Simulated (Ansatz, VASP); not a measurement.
## Ir: VASP beside Ansatz

Contents of INCAR:

```
SYSTEM = Ir
PREC = Accurate ; ENCUT = 520
EDIFF = 1E-7 ; ISMEAR = 0
SIGMA = 0.15 ; LREAL = .False.
LASPH = .True. ; NELM = 80
ALGO = Normal ; ISIF = 2
LWAVE = .False. ; LCHARG = .False.
NBANDS = 10
```

File KPOINTS:

```
regular mesh
0
Gamma
  22 22 22
  0 0 0
```

File POSCAR:

```
Ir
1.0
    0.0000000000      2.1671141334      1.4729874765
    2.1671141334      0.0000000000      1.4729874765
    2.1671141334      2.1671141334      0.0000000000
Ir
1
Direct
    0.0000000000      0.0000000000      0.0000000000
```

Input for Ansatz:

```yaml
crystal:
  lattice:
    - [0.0, 2.1671141334, 1.4729874765]
    - [2.1671141334, 0.0, 1.4729874765]
    - [2.1671141334, 2.1671141334, 0.0]
  atoms:
    - { symbol: Ir, position: [0.0, 0.0, 0.0] }
basis:
  ecutwfc: 420
kpoints:
  mp_grid: { grid: [22, 22, 22] }
hamiltonian:
  xc: lda
  pseudopotentials: { kind: paw, azcp: { folder: soft_1 } }
scf:
  occupations: { method: gaussian, width: 0.15 }
output:
  forces: true
  stress: true
  eigenvalues: true
```

Alike in both runs: task single point; functional LDA; k mesh 22 × 22 × 22; occupations gaussian, width 0.15 eV; no spin polarisation.

|  | VASP | Ansatz |
| --- | --- | --- |
| version | VASP 6.6.1 | Ansatz 0.2.0 |
| potentials or method | VASP PAW LDA potentials, release 64 (Ir), cutoff 520 eV | scalar-relativistic, plane waves, PAW |
| valence electrons in the cell | 9 | 17 |

```tsv
	VASP	Ansatz	Ansatz less VASP
gap on the k mesh at the Fermi level (eV)	none	none	-
pressure (GPa)	15.7	13.0	-2.70
traceless stress, the component that is largest in VASP (GPa)	-16.56	-17.04	-0.477
```

Ansatz warns that its potentials were made for another functional, while VASP's fit it. LDA's correlation is that of Perdew and Zunger in VASP and of Perdew and Wang (1992) in Ansatz. A gap of «none» marks a metal or a gap that the smearing closes. VASP's potentials hold 9 valence electrons a cell and Ansatz's 17, so a difference there can come from the potentials and not from the codes.

Spin-orbit coupling is off throughout.
